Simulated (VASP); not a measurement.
Input of a VASP 6.6.1 run:

Contents of INCAR:

```
PREC = Accurate
ENCUT = 520
EDIFF = 1E-6
ISMEAR = 0
SIGMA = 0.15
LREAL = False
LASPH = True
NELM = 100
ALGO = Normal
ISIF = 2
LWAVE = False
LCHARG = False
GGA = PS
NBANDS = 23
```

The input KPOINTS:

```
regular mesh
0
Gamma
  18 18 10
```

File POSCAR:

```
HfN
1.0
    3.1746229159      0.0000000000      0.0000000000
   -1.5873114580      2.7493040926      0.0000000000
    0.0000000000      0.0000000000      5.2292078537
Hf N
2 2
Direct
    0.6666666667      0.3333333333      0.7500000000
    0.3333333333      0.6666666667      0.2500000000
    0.0000000000      0.0000000000      0.0000000000
    0.0000000000      0.0000000000      0.5000000000
```

Potentials or basis: VASP PAW PBE potentials, release 64 (Hf_pv, N).

Command:

```bash
$ cat potpaw_PBE.64/Hf_pv/POTCAR potpaw_PBE.64/N/POTCAR > POTCAR
$ mpirun -np 1 vasp_std > vasp.out
```

(1) Predict the pressure.

(2) Predict the band gap on the k mesh.

Answers

(1) -1.7 GPa.

(2) zero (bands 15 and 16 overlap by 2.50 eV).

Caveat: the cell differs from its parent crystal (strain +0.015 along x and y, -0.030 along z); the PAW data sets were made with another functional, which shifts forces and pressure a little; spin-orbit coupling is left out, which moves the levels of the heavy elements.
